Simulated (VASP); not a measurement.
# MgH2 (P6/mmm) in VASP: a series of runs

MgH2 is run at these levels: LDA; tasks: single point, relaxation of cell and atoms.

Everything below comes from runs of VASP 6.6.1. Logs are shortened: lines on timing, memory, paths and dates and some standing lists are left out, and cuts for length are marked.

## (1) The cell of the first run

It takes space group P6/mmm (No. 191, hexagonal). Conventional cell: a = 2.925 Å, b = 2.925 Å, c = 2.809 Å, α = 90.00°, β = 90.00°, γ = 120.00°. Mg (site symmetry 6/mmm) has 12 H at 2.20 Å and 2 Mg at 2.81 Å within 2.9 Å. Within 2.2 Å of H (site symmetry -6m2) lie 3 H at 1.69 Å and 6 Mg at 2.20 Å.

## (2) Single point, LDA

Contents of INCAR:

```
PREC     = Accurate       # precision mode
ENCUT    = 520            # plane-wave cutoff, eV
EDIFF    = 1E-7           # SCF threshold, eV
ISMEAR   = -1             # smearing method
SIGMA    = 0.01           # smearing width, eV
LREAL    = F              # projectors in reciprocal space
LASPH    = T              # aspherical terms in the spheres
NELM     = 80             # most SCF steps
ALGO     = Normal         # electronic algorithm
ISIF     = 2              # what is computed and relaxed
LWAVE    = F              # write WAVECAR
LCHARG   = F              # write CHGCAR
NBANDS   = 9              # bands
```

Contents of KPOINTS:

```
Automatic mesh
0
Gamma
  9 9 7
```

Contents of POSCAR:

```
MgH2
1.0
    2.9254768239      0.0000000000      0.0000000000
   -1.4627384119      2.5335372477      0.0000000000
    0.0000000000      0.0000000000      2.8090450600
Mg H
1 2
Direct
    0.0000000000      0.0000000000      0.0000000000
    0.3333333333      0.6666666667      0.5000000000
    0.6666666667      0.3333333333      0.5000000000
```

Potentials or basis: VASP PAW LDA potentials, release 64 (Mg, H).

On the command line:

```
cat potpaw_LDA.64/Mg/POTCAR potpaw_LDA.64/H/POTCAR > POTCAR
mpirun -np 1 vasp_std > vasp.out
```

OUTCAR:

```text
PREC = Accurate
   ENCUT = 520
   EDIFF = 1E-7
   ISMEAR = -1
   LREAL = F
   LASPH = T
   NELM = 80
   ISIF = 2

 ion  position               nearest neighbor table
   1  0.000  0.000  0.000-   2 2.20   3 2.20   2 2.20   3 2.20   2 2.20   2 2.20   3 2.20   3 2.20
                             3 2.20   3 2.20   2 2.20   2 2.20
   2  0.333  0.667  0.500-   1 2.20   1 2.20   1 2.20   1 2.20   1 2.20   1 2.20
   3  0.667  0.333  0.500-   1 2.20   1 2.20   1 2.20   1 2.20   1 2.20   1 2.20

  LATTYP: Found a hexagonal cell.
 ALAT       =     2.9254768239
 C/A-ratio  =     0.9602007567

  Lattice vectors:

 A1 = (   2.9254768239,   0.0000000000,   0.0000000000)
 A2 = (  -1.4627384119,   2.5335372477,   0.0000000000)
 A3 = (   0.0000000000,   0.0000000000,   2.8090450600)

Analysis of symmetry for initial positions (statically):
=====================================================================
 Subroutine PRICEL returns:
 Original cell was already a primitive cell.

 Routine SETGRP: Setting up the symmetry group for a
 hexagonal supercell.

 Subroutine GETGRP returns: Found 24 space group operations
 (whereof 24 operations were pure point group operations)
 out of a pool of 24 trial point group operations.

The static configuration has the point symmetry D_6h.

Analysis of symmetry for dynamics (positions and initial velocities):
=====================================================================
 Subroutine PRICEL returns:
 Original cell was already a primitive cell.

 Routine SETGRP: Setting up the symmetry group for a
 hexagonal supercell.

 Subroutine GETGRP returns: Found 24 space group operations
 (whereof 24 operations were pure point group operations)
 out of a pool of 24 trial point group operations.

The dynamic configuration has the point symmetry D_6h.

 Subroutine INISYM returns: Found 24 space group operations
 (whereof 24 operations are pure point group operations),
 and found     1 'primitive' translations

----------------------------------------------------------------------------------------

                                     Primitive cell

  volume of cell :      20.8201

  direct lattice vectors                    reciprocal lattice vectors
     2.925476824  0.000000000  0.000000000     0.341824619  0.197352536  0.000000000
    -1.462738412  2.533537248  0.000000000     0.000000000  0.394705071  0.000000000
     0.000000000  0.000000000  2.809045060     0.000000000  0.000000000  0.355992865

  length of vectors
     2.925476824  2.925476824  2.809045060     0.394705071  0.394705071  0.355992865

  position of ions in fractional coordinates (direct lattice)
     0.000000000  0.000000000  0.000000000
     0.333333333  0.666666667  0.500000000
     0.666666667  0.333333333  0.500000000

  ion indices of the primitive-cell ions
   primitive index   ion index
                 1           1
                 2           2
                 3           3

----------------------------------------------------------------------------------------

 KPOINTS: Automatic mesh

Automatic generation of k-mesh.
 Grid dimensions read from file:
 generate k-points for:    9    9    7

 Generating k-lattice:

  Cartesian coordinates                     Fractional coordinates (reciprocal lattice)
     0.037980513  0.021928060  0.000000000     0.111111111 -0.000000000  0.000000000
     0.000000000  0.043856119  0.000000000     0.000000000  0.111111111  0.000000000
     0.000000000  0.000000000  0.050856124     0.000000000  0.000000000  0.142857143

  Length of vectors
     0.043856119  0.043856119  0.050856124

  Shift w.r.t. Gamma in fractional coordinates (k-lattice)
     0.000000000  0.000000000  0.000000000

 Subroutine IBZKPT returns following result:
 ===========================================

 Found     48 irreducible k-points:

 Following reciprocal coordinates:
            Coordinates               Weight
  0.000000  0.000000  0.000000      1.000000
  0.111111  0.000000  0.000000      6.000000
  0.222222  0.000000  0.000000      6.000000
  0.333333  0.000000  0.000000      6.000000
  0.444444  0.000000  0.000000      6.000000
  0.111111  0.111111  0.000000      6.000000
[... 16 lines left out ...]
  0.333333  0.222222  0.142857     24.000000
  0.333333  0.333333  0.142857      4.000000
 [... further k-points ...]
   k-points           NKPTS =     48   k-points in BZ     NKDIM =     48   number of bands    NBANDS=      9
   number of dos      NEDOS =    301   number of ions     NIONS =      3
   total plane-waves  NPLWV =  13824
   dimension x,y,z NGX =    24 NGY =   24 NGZ =   24
   dimension x,y,z NGXF=    48 NGYF=   48 NGZF=   48
   ions per type =               1   2
   NGX,Y,Z   is equivalent  to a cutoff of  13.64, 13.64, 14.20 a.u.
   NGXF,Y,Z  is equivalent  to a cutoff of  27.28, 27.28, 28.41 a.u.
 SYSTEM =  unknown system
   PREC   = accura    normal or accurate (medium, high low for compatibility)
   ISTART =      0    job   : 0-new  1-cont  2-samecut
   ICHARG =      2    charge: 1-file 2-atom 10-const
   ISPIN  =      1    spin polarized calculation?
   LNONCOLLINEAR =      F non collinear calculations
   LSORBIT =      F    spin-orbit coupling
   LASPH  =      T    aspherical Exc in radial PAW
   ENCUT  =  520.0 eV  38.22 Ry    6.18 a.u.   5.44  5.44  5.22*2*pi/ulx,y,z
   NELM   =     80;   NELMIN=  2; NELMDL= -5     # of ELM steps
   EDIFF  = 0.1E-06   stopping-criterion for ELM
   LREAL  =      F    real-space projection
   EDIFFG = 0.1E-05   stopping-criterion for IOM
   NSW    =      0    number of steps for IOM
   IBRION =     -1    ionic relax: 0-MD 1-quasi-New 2-CG
   NFREE  =      0    steps in history (QN), initial steepest desc. (CG)
   ISIF   =      2    stress and relaxation
   ISYM   =      2    0-nonsym 1-usesym 2-fastsym
   POTIM  = 0.5000    time-step for ionic-motion
   TEBEG  =    0.0;   TEEND  =   0.0 temperature during run
   PSTRESS=    0.0 pullay stress
   NELECT =       4.0000    total number of electrons
   NUPDOWN=      -1.0000    fix difference up-down
   EMIN   =  10.00;   EMAX   =-10.00  energy-range for DOS
   EFERMI =   0.00;   METHOD = LEGACY
   ISMEAR =    -1;   SIGMA  =   0.01  broadening in eV -4-tet -1-fermi 0-gaus
   EFERMI_NEDOS =   21; number of points for ismear=-14 and -15
   IALGO  =     38    algorithm
   IMIX   =      4    mixing-type and parameters
     AMIX     =   0.40;   BMIX     =  1.00
     AMIX_MAG =   1.60;   BMIX_MAG =  1.00
  volume/ion in A,a.u.               =       6.94        46.83
  Fermi-wavevector in a.u.,A,eV,Ry     =   0.944642  1.785115 12.141140  0.892349
  Thomas-Fermi vector in A             =   2.072467
   LORBIT       =      0    0 simple, 1 ext, 2 COOP (PROOUT), +10 PAW based schemes
   GGA     = CA    functional components
   LHFCALC =     F    Hartree Fock is set to
   AEXX    =    0.0000 exact exchange contribution
   IVDW    =     0    specifies the selected vdW correction
   LEPSILON=     F    determine dielectric tensor
   LRPA    =     F    only Hartree local field effects (RPA)
 non-spin polarized calculation
  energy-cutoff  :      520.00
  volume of cell :       20.82
 maximum number of plane-waves:       580
 NGX is ok and might be reduce to    24
   NGX = 11   NGY = 11   NGZ = 11

 number of electron       3.9999999 magnetization

 Free energy of the ion-electron system (eV)
  ---------------------------------------------------
  ext. energy  EPLUGINS =         0.00000000
  ---------------------------------------------------
  free energy    TOTEN  =        -7.79623595 eV

  energy without entropy =       -7.79599791  energy(sigma->0) =       -7.79611693

 E-fermi :   4.8459     XC(G=0): -10.4330

 val. band max:        4.6509581332   @ k =   0.2222   0.1111   0.2857
 cond. band min:       4.8568373061   @ k =   0.3333   0.2222   0.0000
 fundamental gap:      0.2058791728
 Fermi energy:         4.8458511065

 k-point     1 :       0.0000    0.0000    0.0000
  band No.  band energies     occupation
      1      -7.4803      2.00000
      2       9.3090      0.00000
      3      10.8234      0.00000
      4      12.8480      0.00000
      5      15.3705      0.00000
      6      15.3705      0.00000
      7      16.6808      0.00000
      8      17.4886      0.00000
      9      17.4886      0.00000

 k-point     2 :       0.1111    0.0000    0.0000
  band No.  band energies     occupation
      1      -7.2055      2.00000
      2       7.9235      0.00000
      3      11.0873      0.00000
      4      13.0755      0.00000
      5      13.5970      0.00000
      6      14.2266      0.00000
      7      16.8953      0.00000
      8      19.1345      0.00000
      9      20.9556      0.00000

 k-point     3 :       0.2222    0.0000    0.0000
  band No.  band energies     occupation
      1      -6.3913      2.00000
      2       5.1664      0.00000
      3      11.3061      0.00000
      4      11.9637      0.00000
      5      12.8767      0.00000
      6      13.7567      0.00000
      7      18.7179      0.00000
      8      21.9786      0.00000
      9      24.3319      0.00000

 k-point     4 :       0.3333    0.0000    0.0000
  band No.  band energies     occupation
      1      -5.0776      2.00000
      2       2.2586      2.00000
      3       9.9658      0.00000
      4      11.9423      0.00000
      5      13.1550      0.00000
      6      14.8762      0.00000
      7      18.8013      0.00000
      8      21.8717      0.00000
      9      25.3345      0.00000
[... 205 lines left out ...]
 k-point    22 :       0.2222    0.2222    0.1429
  band No.  band energies     occupation
      1      -4.0057      2.00000
      2       2.0746      2.00000
      3       6.4019      0.00000
      4      10.1446      0.00000
      5      15.5461      0.00000
      6      18.1530      0.00000
      7      18.8486      0.00000
      8      19.9462      0.00000
      9      21.4190      0.00000

 k-point    23 :       0.3333    0.2222    0.1429
  band No.  band energies     occupation
      1      -2.4249      2.00000
      2       0.1885      2.00000
      3       5.1909      0.00000
      4      11.6157      0.00000
      5      14.0589      0.00000
      6      17.4604      0.00000
      7      19.6477      0.00000
      8      21.0650      0.00000
      9      22.6315      0.00000

 k-point    24 :       0.3333    0.3333    0.1429
  band No.  band energies     occupation
      1      -0.9812      2.00000
      2      -0.9812      2.00000
      3       4.1583      2.00000
      4      12.9607      0.00000
      5      12.9607      0.00000
      6      17.6018      0.00000
      7      21.1195      0.00000
      8      21.1195      0.00000
      9      24.0009      0.00000

 [... further k-points ...]

------------------------ aborting loop because EDIFF is reached ----------------------------------------

  FORCE on cell =-STRESS in cart. coord.  units (eV):
  Direction    XX          YY          ZZ          XY          YZ          ZX
  --------------------------------------------------------------------------------------
  -------------------------------------------------------------------------------------
  Total        1.1997560      1.1997560      1.1951142      0.0000000     -0.0000000      0.0000000
  in kB       92.3253236     92.3253237     91.9681222      0.0000000     -0.0000000      0.0000000
  external PRESSURE =      92.2062565 kB  Pullay stress =       0.0000000 kB

 VOLUME and BASIS-vectors are now :
 -----------------------------------------------------------------------------
  energy-cutoff  :      520.00
  volume of cell :       20.82
      direct lattice vectors                 reciprocal lattice vectors
     2.925476824  0.000000000  0.000000000     0.341824619  0.197352536  0.000000000
    -1.462738412  2.533537248  0.000000000     0.000000000  0.394705071  0.000000000
     0.000000000  0.000000000  2.809045060     0.000000000  0.000000000  0.355992865

 POSITION                                       TOTAL-FORCE (eV/Angst)
 -----------------------------------------------------------------------------------
      0.00000      0.00000      0.00000         0.000000      0.000000      0.000000
     -0.00000      1.68902      1.40452        -0.000000      0.000000      0.000000
      1.46274      0.84451      1.40452         0.000000     -0.000000      0.000000
 -----------------------------------------------------------------------------------
    total drift:                                0.000000     -0.000000      0.000000

  FREE ENERGIE OF THE ION-ELECTRON SYSTEM (eV)
  ---------------------------------------------------
  free  energy   TOTEN  =        -7.7962359463 eV

  energy  without entropy=       -7.7959979127  energy(sigma->0) =       -7.79611693
```

Wall time 4.3 s (1 thread of Intel Xeon Platinum 8488C (Sapphire Rapids), shared host); peak memory 0.13 GiB.

Results:

```yaml
Free_energy: -7.7962 eV
Pressure: 9.2 GPa
Band_gap_on_the_k_mesh: zero (band 2 reaches 9.31 eV, above the bottom of band 3 at 3.81 eV)
```

Levels at points of the mesh, in eV from the Fermi level:
| k point | band 1 | band 2 | band 3 | band 4 | band 5 | band 6 |
| --- | --- | --- | --- | --- | --- | --- |
| (0.00, 0.00, 0.00) | -12.33 | 4.46 | 5.98 | 8.00 | 10.52 | 10.52 |

## (3) Single point, LDA

This run uses another cell than the first one, of 7.80 Å³/atom, 1.124 times its volume.

Contents of INCAR:

```
SYSTEM = MgH2
PREC = Accurate ; ENCUT = 520
EDIFF = 1E-6 ; ISMEAR = -1
SIGMA = 0.01 ; LREAL = .FALSE.
LASPH = .TRUE. ; NELM = 100
ALGO = Normal ; ISIF = 2
LWAVE = .FALSE. ; LCHARG = .FALSE.
NBANDS = 9
```

Contents of KPOINTS:

```
Automatic mesh
0
G
  9 9 7
  0 0 0
```

Contents of POSCAR:

```
MgH2
1.0
    3.0394409808      0.0000000000      0.0000000000
   -1.5197204904      2.6322331027      0.0000000000
    0.0000000000      0.0000000000      2.9245062197
Mg H
1 2
Direct
    0.0000000000      0.0000000000      0.0000000000
    0.3333333333      0.6666666667      0.5000000000
    0.6666666667      0.3333333333      0.5000000000
```

Potentials or basis: VASP PAW LDA potentials, release 64 (Mg, H).

On the command line:

```
cat potpaw_LDA.64/Mg/POTCAR potpaw_LDA.64/H/POTCAR > POTCAR
mpirun -np 1 vasp_std > vasp.out
```

Run time: 3.8 s. Hardware: 1 thread of Intel Xeon Platinum 8488C (Sapphire Rapids), shared host; peak memory 0.13 GiB.

It converged, with:

| Item | Value |
| --- | --- |
| Free energy | -7.8605 eV |
| Pressure | -0.7 GPa |
| Band gap on the k mesh | zero (band 2 reaches 8.01 eV, above the bottom of band 3 at 2.93 eV) |

Levels at points of the mesh, in eV from the Fermi level:
| k point | band 1 | band 2 | band 3 | band 4 | band 5 | band 6 | band 7 |
| --- | --- | --- | --- | --- | --- | --- | --- |
| (0.00, 0.00, 0.00) | -11.30 | 4.10 | 5.57 | 7.48 | 10.16 | 10.16 | 10.92 |

(Part 1 of 2 ends here.)
